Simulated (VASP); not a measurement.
A run of VASP 6.6.1 is set up as follows.

INCAR

```
PREC = Accurate
ENCUT = 520
EDIFF = 1E-6
ISMEAR = -1
SIGMA = 0.1
LREAL = F
LASPH = T
NELM = 80
ALGO = Normal
ISIF = 2
LWAVE = F
LCHARG = F
GGA = B5
ALDAX = 1.0
AGGAX = 1.0
AGGAC = 1.0
ALDAC = 0.0
NBANDS = 8
```

File KPOINTS:

```
Automatic mesh
0
Gamma
  13 13 13
```

POSCAR

```
As
1.0
    2.7363691052      0.0000000000      0.0000000000
    0.0000000000      2.7363691052      0.0000000000
    0.0000000000      0.0000000000      2.7363691052
As
1
Direct
    0.0000000000      0.0000000000      0.0000000000
```

Potentials or basis: VASP PAW PBE potentials, release 64 (As).

Command:

```console
$ cat potpaw_PBE.64/As/POTCAR > POTCAR
$ mpirun -np 1 vasp_std > vasp.out
```

(1) What does it give for the pressure?

## Answers

(1) 6.0 GPa.

Caveat: the PAW data sets were made with another functional, which shifts forces and pressure a little.
